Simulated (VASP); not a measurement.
WS2:

```
W S
1.0
     3.12689    0.00000    0.00000
    -1.56344    2.70796    0.00000
     0.00000    0.00000   12.15597
W S
2 4
Direct
  0.32396 0.65822 0.26629
  0.65730 0.32489 0.76629
  0.33802 0.67089 0.61337
  0.67135 0.33755 0.11337
  0.33802 0.67089 0.87034
  0.67135 0.33755 0.37034
```

```yaml
Program: VASP 6.6.1
Task: relaxation of cell and atoms
Functional: LDA
Potentials_or_basis: VASP PAW LDA potentials, release 64 (W_sv, S)
Cutoff: 600 eV
k_mesh: 12 × 12 × 2
Occupations: gaussian, width 0.05 eV
Spin: no spin polarisation
```

At the start: pressure 9.6 GPa; volume 17.16 Å³/atom.

Where does the relaxation end?

Over 19 steps the energy falls by 484.1 meV/atom and the volume is 17.19 Å³/atom (+0.2 %); space group P6_3mc (No. 186, to 0.1 Å) before, P6_3/mmc (No. 194, to 0.1 Å).

The path:
```tsv
step	energy change (eV)	largest force (eV/Å)	pressure (GPa)	volume (Å³)
1	0.0000	9.1323	9.59	102.93
2	1.2995	5.9402	-14.92	118.95
3	-2.5799	1.7246	-11.10	108.95
4	-1.7280	5.1789	23.17	94.52
5	-2.8807	0.5025	-2.04	103.55
6	-2.8811	0.5558	-1.73	103.39
7	-2.8867	0.6529	1.30	101.78
8	-2.9013	0.0897	-0.14	102.51
9	-2.9031	0.0299	0.14	102.30
10	-2.9031	0.0309	0.14	102.30
11	-2.9033	0.0499	-0.04	102.42
12	-2.9034	0.0519	-0.05	102.43
13	-2.9036	0.0399	0.09	102.46
14	-2.9037	0.0305	0.24	102.49
15	-2.9039	0.0258	0.21	102.57
16	-2.9043	0.0123	0.10	102.81
17	-2.9043	0.0218	-0.11	103.29
18	-2.9044	0.0113	-0.02	103.09
19	-2.9045	0.0048	-0.01	103.14
```

Final structure:
```xyz
6
Lattice="3.1299 0.0001 0.0011 -1.5649 2.7106 0.0008 0.0037 0.0052 12.1566" Properties=species:S:1:pos:R:3 pbc="T T T"
W     0.0010    1.8085    3.0400
W     1.5678    0.9076    9.1184
S     0.0035    1.8115    7.5553
S     1.5660    0.9056    1.4771
S     0.0022    1.8106   10.6815
S     1.5658    0.9043    4.6034
```
